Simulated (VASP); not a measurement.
# C (Fd-3m) in VASP: further runs

C is run at these levels: PBE-based global hybrid; tasks: single point.

All numbers are computed with VASP 6.6.1; they aren't measurements. Logs are shortened: lines on timing, memory, paths and dates and some standing lists are left out, and cuts for length are marked.

### Step 1. The cell of the first run

Symmetry: Fd-3m, No. 227, cubic system. Conventional cell: a = 3.567 Å, b = 3.567 Å, c = 3.567 Å, α = 90.00°, β = 90.00°, γ = 90.00°. Within 2.1 Å of C (site symmetry -43m) lie 4 C at 1.54 Å.

### Step 2. Single point, PBE-based global hybrid

Contents of POSCAR:

```
C
1.0
    0.0000000000      1.7833700000      1.7833700000
    1.7833700000      0.0000000000      1.7833700000
    1.7833700000      1.7833700000      0.0000000000
C
2
Direct
    0.7500000000      0.7500000000      0.7500000000
    0.5000000000      0.5000000000      0.5000000000
```

Contents of INCAR.step1:

```
SYSTEM = C
PREC = Accurate
ENCUT = 520
EDIFF = 1E-5
ISMEAR = -1
SIGMA = 0.05
LREAL = .FALSE.
LASPH = .TRUE.
NELM = 100
ALGO = Normal
ISIF = 2
LWAVE = .TRUE.
LCHARG = .FALSE.
NBANDS = 11
GGA = PE
```

Contents of INCAR.step2:

```
SYSTEM = C
PREC = Accurate
ENCUT = 520
EDIFF = 1E-6
ISMEAR = -1
SIGMA = 0.05
LREAL = .FALSE.
LASPH = .TRUE.
NELM = 100
ALGO = Normal
ISIF = 2
LWAVE = .FALSE.
LCHARG = .FALSE.
GGA = PE
LHFCALC = .TRUE.
AEXX = 0.1
PRECFOCK = Normal
NBANDS = 11
ISTART = 1
```

Contents of KPOINTS:

```
Automatic mesh
0
G
  6 6 6
  0 0 0
```

Potentials or basis: VASP PAW PBE potentials, release 64 (C).

Launch:

```
$ cat potpaw_PBE.64/C/POTCAR > POTCAR
$ cp INCAR.step1 INCAR
$ mpirun -np 1 vasp_std > vasp.out
$ cp INCAR.step2 INCAR
$ mpirun -np 1 vasp_std > vasp.out
```

OUTCAR:

```text
SYSTEM = C
   PREC = Accurate
   ENCUT = 520
   EDIFF = 1E-6
   ISMEAR = -1
   LREAL = .FALSE.
   LASPH = .TRUE.
   NELM = 100
   ISIF = 2
   GGA = PE
   LHFCALC = .TRUE.
   AEXX = 0.1
   PRECFOCK = Normal
   ISTART = 1

 ion  position               nearest neighbor table
   1  0.750  0.750  0.750-   2 1.54   2 1.54   2 1.54   2 1.54
   2  0.500  0.500  0.500-   1 1.54   1 1.54   1 1.54   1 1.54

  LATTYP: Found a face centered cubic cell.
 ALAT       =     3.5667400000

  Lattice vectors:

 A1 = (   0.0000000000,   1.7833700000,   1.7833700000)
 A2 = (   1.7833700000,   0.0000000000,   1.7833700000)
 A3 = (   1.7833700000,   1.7833700000,   0.0000000000)

Analysis of symmetry for initial positions (statically):
=====================================================================
 Subroutine PRICEL returns:
 Original cell was already a primitive cell.

 Routine SETGRP: Setting up the symmetry group for a
 face centered cubic supercell.

 Subroutine GETGRP returns: Found 48 space group operations
 (whereof 24 operations were pure point group operations)
 out of a pool of 48 trial point group operations.

The static configuration has the point symmetry T_d .
 The point group associated with its full space group is O_h .

Analysis of symmetry for dynamics (positions and initial velocities):
=====================================================================
 Subroutine PRICEL returns:
 Original cell was already a primitive cell.

 Routine SETGRP: Setting up the symmetry group for a
 face centered cubic supercell.

 Subroutine GETGRP returns: Found 48 space group operations
 (whereof 24 operations were pure point group operations)
 out of a pool of 48 trial point group operations.

The dynamic configuration has the point symmetry T_d .
 The point group associated with its full space group is O_h .

 Subroutine INISYM returns: Found 48 space group operations
 (whereof 24 operations are pure point group operations),
 and found     1 'primitive' translations

----------------------------------------------------------------------------------------

                                     Primitive cell

  volume of cell :      11.3437

  direct lattice vectors                    reciprocal lattice vectors
     0.000000000  1.783370000  1.783370000    -0.280368067  0.280368067  0.280368067
     1.783370000  0.000000000  1.783370000     0.280368067 -0.280368067  0.280368067
     1.783370000  1.783370000  0.000000000     0.280368067  0.280368067 -0.280368067

  length of vectors
     2.522066041  2.522066041  2.522066041     0.485611737  0.485611737  0.485611737

  position of ions in fractional coordinates (direct lattice)
     0.750000000  0.750000000  0.750000000
     0.500000000  0.500000000  0.500000000

  ion indices of the primitive-cell ions
   primitive index   ion index
                 1           1
                 2           2

----------------------------------------------------------------------------------------

 KPOINTS: Automatic mesh

Automatic generation of k-mesh.
 Grid dimensions read from file:
 generate k-points for:    6    6    6

 Generating k-lattice:

  Cartesian coordinates                     Fractional coordinates (reciprocal lattice)
    -0.046728011  0.046728011  0.046728011     0.166666667  0.000000000  0.000000000
     0.046728011 -0.046728011  0.046728011     0.000000000  0.166666667  0.000000000
     0.046728011  0.046728011 -0.046728011     0.000000000  0.000000000  0.166666667

  Length of vectors
     0.080935290  0.080935290  0.080935290

  Shift w.r.t. Gamma in fractional coordinates (k-lattice)
     0.000000000  0.000000000  0.000000000

 Subroutine IBZKPT returns following result:
 ===========================================

 Found     16 irreducible k-points:

 Following reciprocal coordinates:
            Coordinates               Weight
  0.000000  0.000000  0.000000      1.000000
  0.166667  0.000000  0.000000      8.000000
  0.333333  0.000000  0.000000      8.000000
  0.500000  0.000000  0.000000      4.000000
  0.166667  0.166667  0.000000      6.000000
  0.333333  0.166667  0.000000     24.000000
[... 8 lines left out ...]
 -0.333333  0.333333  0.166667     24.000000
 -0.333333  0.500000  0.166667     12.000000
   k-points           NKPTS =     16   k-points in BZ     NKDIM =    216   number of bands    NBANDS=     11
   number of dos      NEDOS =    301   number of ions     NIONS =      2
   total plane-waves  NPLWV =   8000
   dimension x,y,z NGX =    20 NGY =   20 NGZ =   20
   dimension x,y,z NGXF=    40 NGYF=   40 NGZF=   40
   ions per type =               2
   NGX,Y,Z   is equivalent  to a cutoff of  13.18, 13.18, 13.18 a.u.
   NGXF,Y,Z  is equivalent  to a cutoff of  26.37, 26.37, 26.37 a.u.
 SYSTEM =  C
   PREC   = accura    normal or accurate (medium, high low for compatibility)
   ISTART =      1    job   : 0-new  1-cont  2-samecut
   ICHARG =      0    charge: 1-file 2-atom 10-const
   ISPIN  =      1    spin polarized calculation?
   LNONCOLLINEAR =      F non collinear calculations
   LSORBIT =      F    spin-orbit coupling
   LASPH  =      T    aspherical Exc in radial PAW
   ENCUT  =  520.0 eV  38.22 Ry    6.18 a.u.   4.69  4.69  4.69*2*pi/ulx,y,z
   NELM   =    100;   NELMIN=  2; NELMDL=  0     # of ELM steps
   EDIFF  = 0.1E-05   stopping-criterion for ELM
   LREAL  =      F    real-space projection
   EDIFFG = 0.1E-04   stopping-criterion for IOM
   NSW    =      0    number of steps for IOM
   IBRION =     -1    ionic relax: 0-MD 1-quasi-New 2-CG
   NFREE  =      0    steps in history (QN), initial steepest desc. (CG)
   ISIF   =      2    stress and relaxation
   ISYM   =      3    0-nonsym 1-usesym 2-fastsym
   POTIM  = 0.5000    time-step for ionic-motion
   TEBEG  =    0.0;   TEEND  =   0.0 temperature during run
   PSTRESS=    0.0 pullay stress
   NELECT =       8.0000    total number of electrons
   NUPDOWN=      -1.0000    fix difference up-down
   EMIN   =  10.00;   EMAX   =-10.00  energy-range for DOS
   EFERMI =   0.00;   METHOD = LEGACY
   ISMEAR =    -1;   SIGMA  =   0.05  broadening in eV -4-tet -1-fermi 0-gaus
   EFERMI_NEDOS =   21; number of points for ismear=-14 and -15
   IALGO  =     38    algorithm
   IMIX   =      1    mixing-type and parameters
     AMIX     =   0.40;   BMIX     =  1.00
     AMIX_MAG =   1.60;   BMIX_MAG =  1.00
  volume/ion in A,a.u.               =       5.67        38.28
  Fermi-wavevector in a.u.,A,eV,Ry     =   1.457203  2.753714 28.891161  2.123440
  Thomas-Fermi vector in A             =   2.574032
   LORBIT       =      0    0 simple, 1 ext, 2 COOP (PROOUT), +10 PAW based schemes
   GGA     = PE    functional components
   LHFCALC =     T    Hartree Fock is set to
   PRECFOCK=normal    Normal, Fast or Accurate (Low or Medium for compatibility)
   ENCUT4O =  -1.0   cutoff for four orbital integrals eV
   NKREDX  =     1    reduce k-point grid by
   NKREDY  =     1    reduce k-point grid by
   NKREDZ  =     1    reduce k-point grid by
   AEXX    =    0.1000 exact exchange contribution
   HFSCREEN=    0.0000 screening length (either q_TF or 0.3 A-1)
   HFSCREENC=   0.0000 screening length for correlation (either q_TF or 0.3 A-1)
   ENCUTFOCK=  -1.0 apply spherical cutoff to Coloumb kernel
   IVDW    =     0    specifies the selected vdW correction
   LEPSILON=     F    determine dielectric tensor
   LRPA    =     F    only Hartree local field effects (RPA)
 non-spin polarized calculation
  energy-cutoff  :      520.00
  volume of cell :       11.34
 maximum number of plane-waves:       310
  NGX = 16; NGY = 16; NGZ = 16

 number of electron       7.9999999 magnetization

 Free energy of the ion-electron system (eV)
  ---------------------------------------------------
  ext. energy  EPLUGINS =         0.00000000
  ---------------------------------------------------
  free energy    TOTEN  =       -19.75116425 eV

  energy without entropy =      -19.75116425  energy(sigma->0) =      -19.75116425

 E-fermi :  10.4055     XC(G=0): -12.1128

 val. band max:        9.3338616688   @ k =   0.0000   0.0000   0.0000
 cond. band min:      14.2592230391   @ k =   0.3333   0.3333   0.0000
 fundamental gap:      4.9253613703
 Fermi energy:        10.4055345991

 k-point     1 :       0.0000    0.0000    0.0000
  band No.  band energies     occupation
      1     -12.9867      2.00000
      2       9.3339      2.00000
      3       9.3339      2.00000
      4       9.3339      2.00000
      5      15.7767      0.00000
      6      15.7767      0.00000
      7      15.7767      0.00000
      8      23.7550      0.00000
      9      29.5659      0.00000
     10      36.8866      0.00000
     11      36.8866      0.00000

 k-point     2 :       0.1667    0.0000    0.0000
  band No.  band energies     occupation
      1     -12.1943      2.00000
      2       5.4378      2.00000
      3       8.2783      2.00000
      4       8.2783      2.00000
      5      17.1638      0.00000
      6      17.1638      0.00000
      7      17.6133      0.00000
      8      24.4168      0.00000
      9      30.6111      0.00000
     10      33.1085      0.00000
     11      33.1085      0.00000

 k-point     3 :       0.3333    0.0000    0.0000
  band No.  band energies     occupation
      1      -9.8702      2.00000
      2      -0.4157      2.00000
      3       6.9233      2.00000
      4       6.9233      2.00000
      5      18.5504      0.00000
      6      18.5504      0.00000
      7      18.8121      0.00000
      8      25.7082      0.00000
      9      31.3291      0.00000
     10      33.5745      0.00000
     11      33.5745      0.00000
[... 155 lines left out ...]
 k-point    15 :      -0.3333    0.3333    0.1667
  band No.  band energies     occupation
      1      -5.1868      2.00000
      2      -2.8530      2.00000
      3       1.2011      2.00000
      4       3.1892      2.00000
      5      19.0140      0.00000
      6      20.3422      0.00000
      7      24.2210      0.00000
      8      24.4677      0.00000
      9      28.5011      0.00000
     10      33.9800      0.00000
     11      37.7607      0.00000

 k-point    16 :      -0.3333    0.5000    0.1667
  band No.  band energies     occupation
      1      -3.4131      2.00000
      2      -3.4131      2.00000
      3       1.2373      2.00000
      4       1.2373      2.00000
      5      18.4311      0.00000
      6      18.4311      0.00000
      7      25.0037      0.00000
      8      25.0037      0.00000
      9      32.2270      0.00000
     10      32.2270      0.00000
     11      41.1372      0.00000

------------------------ aborting loop because EDIFF is reached ----------------------------------------

  FORCE on cell =-STRESS in cart. coord.  units (eV):
  Direction    XX          YY          ZZ          XY          YZ          ZX
  --------------------------------------------------------------------------------------
  -------------------------------------------------------------------------------------
  Total       -0.1105839     -0.1105839     -0.1105839      0.0000000      0.0000000      0.0000000
  in kB      -15.6188117    -15.6188117    -15.6188117      0.0000000      0.0000000      0.0000000
  external PRESSURE =     -15.6188117 kB  Pullay stress =       0.0000000 kB

 VOLUME and BASIS-vectors are now :
 -----------------------------------------------------------------------------
  energy-cutoff  :      520.00
  volume of cell :       11.34
      direct lattice vectors                 reciprocal lattice vectors
     0.000000000  1.783370000  1.783370000    -0.280368067  0.280368067  0.280368067
     1.783370000  0.000000000  1.783370000     0.280368067 -0.280368067  0.280368067
     1.783370000  1.783370000  0.000000000     0.280368067  0.280368067 -0.280368067

 POSITION                                       TOTAL-FORCE (eV/Angst)
 -----------------------------------------------------------------------------------
      2.67505      2.67505      2.67505         0.000000      0.000000     -0.000000
      1.78337      1.78337      1.78337        -0.000000     -0.000000      0.000000
 -----------------------------------------------------------------------------------
    total drift:                               -0.000000     -0.000000      0.000000

  FREE ENERGIE OF THE ION-ELECTRON SYSTEM (eV)
  ---------------------------------------------------
  free  energy   TOTEN  =       -19.7511642504 eV

  energy  without entropy=      -19.7511642504  energy(sigma->0) =      -19.75116425
```

It took 3.9 min on 1 thread of AMD EPYC 7R43 (Zen 3), shared host; peak memory 0.08 GiB.

What came out:

```yaml
Free_energy: -19.7512 eV
Pressure: -1.6 GPa
Band_gap_on_the_k_mesh: 4.93 eV, indirect (least direct gap 6.44 eV)
```

Levels at points of the mesh, in eV from the valence-band top:
```
           k point  band 1  band 2  band 3  band 4  band 5  band 6  band 7  band 8
(0.00, 0.00, 0.00)  -22.32    0.00    0.00    0.00    6.44    6.44    6.44   14.42
(0.50, 0.00, 0.00)  -16.37  -13.89   -2.91   -2.91    9.39    9.39    9.76   16.79
(0.50, 0.50, 0.00)  -13.30  -13.30   -6.54   -6.54    5.53    5.53   18.09   18.09
```

Caveat: the k points lie up to 0.51 Å⁻¹ apart; the PAW data sets were made with another functional, which shifts forces and pressure a little. A k mesh can miss the band edges.

### Step 3. Single point, PBE-based global hybrid

POSCAR is that of step 2.

Contents of INCAR.step1:

```
PREC     = Accurate       # precision mode
ENCUT    = 520            # plane-wave cutoff, eV
EDIFF    = 1E-5           # SCF threshold, eV
ISMEAR   = -1             # smearing method
SIGMA    = 0.05           # smearing width, eV
LREAL    = F              # projectors in reciprocal space
LASPH    = T              # aspherical terms in the spheres
NELM     = 60             # most SCF steps
ALGO     = Normal         # electronic algorithm
ISIF     = 2              # what is computed and relaxed
LWAVE    = T              # write WAVECAR
LCHARG   = F              # write CHGCAR
GGA      = PE             # functional
NBANDS   = 11             # bands
```

Contents of INCAR.step2:

```
PREC     = Accurate       # precision mode
ENCUT    = 520            # plane-wave cutoff, eV
EDIFF    = 1E-6           # SCF threshold, eV
ISMEAR   = -1             # smearing method
SIGMA    = 0.05           # smearing width, eV
LREAL    = F              # projectors in reciprocal space
LASPH    = T              # aspherical terms in the spheres
NELM     = 60             # most SCF steps
ALGO     = Normal         # electronic algorithm
ISIF     = 2              # what is computed and relaxed
LWAVE    = F              # write WAVECAR
LCHARG   = F              # write CHGCAR
GGA      = PE             # functional
LHFCALC  = T              # exact exchange
AEXX     = 0.25           # exact-exchange fraction
PRECFOCK = Normal       
ISTART   = 1            
NBANDS   = 11             # bands
```

Contents of KPOINTS:

```
regular mesh
0
Gamma
  6 6 6
```

Potentials or basis: VASP PAW PBE potentials, release 64 (C).

Launch:

```
$ cat potpaw_PBE.64/C/POTCAR > POTCAR
$ cp INCAR.step1 INCAR
$ mpirun -np 1 vasp_std > vasp.out
$ cp INCAR.step2 INCAR
$ mpirun -np 1 vasp_std > vasp.out
```

Wall time 5.7 min (1 thread of AMD EPYC 7R43 (Zen 3), shared host); peak memory 0.08 GiB.

It converged, with:

| Item | Value |
| --- | --- |
| Free energy | -22.1311 eV |
| Pressure | -7.5 GPa |
| Band gap on the k mesh | 6.10 eV, indirect (least direct gap 7.75 eV) |

Levels at points of the mesh, in eV from the valence-band top:
| k point | band 2 | band 3 | band 4 | band 5 | band 6 | band 7 |
| --- | --- | --- | --- | --- | --- | --- |
| (0.00, 0.00, 0.00) | 0.00 | 0.00 | 0.00 | 7.75 | 7.75 | 7.75 |
| (0.50, 0.00, 0.00) | -14.65 | -3.08 | -3.08 | 10.81 | 10.81 | 11.14 |
| (0.50, 0.50, 0.00) | -14.10 | -6.89 | -6.89 | 6.70 | 6.70 | 20.02 |

Caveat: the k points lie up to 0.51 Å⁻¹ apart; the PAW data sets were made with another functional, which shifts forces and pressure a little. A k mesh can miss the band edges.
